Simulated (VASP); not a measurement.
A run of VASP 6.6.1 is set up as follows.

The input INCAR:

```
ALGO = Normal
EDIFF = 1E-6
ENCUT = 520
GGA = PE
ISIF = 2
ISMEAR = -1
LASPH = T
LCHARG = F
LREAL = F
LWAVE = F
NBANDS = 17
NELM = 60
PREC = Accurate
SIGMA = 0.05
```

The input KPOINTS:

```
k-points
0
Gamma
  12 12 12
```

Contents of POSCAR:

```
SnSe
1.0
    0.0000000000      3.4553904362      3.4553904362
    3.4553904362      0.0000000000      3.4553904362
    3.4553904362      3.4553904362      0.0000000000
Sn Se
1 1
Direct
    0.0000000000      0.0000000000      0.0000000000
    0.2500000000      0.2500000000      0.2500000000
```

Potentials or basis: VASP PAW PBE potentials, release 64 (Sn_d, Se).

The run is started by

```sh
$ cat potpaw_PBE.64/Sn_d/POTCAR potpaw_PBE.64/Se/POTCAR > POTCAR
$ mpirun -np 1 vasp_std > vasp.out
```

(1) Estimate the band gap on the k mesh.

(2) Predict the pressure.

## Answers

(1) 0.23 eV (least direct gap 0.77 eV).

(2) -1.6 GPa.

Caveat: spin-orbit coupling is left out, which moves the levels of the heavy elements.
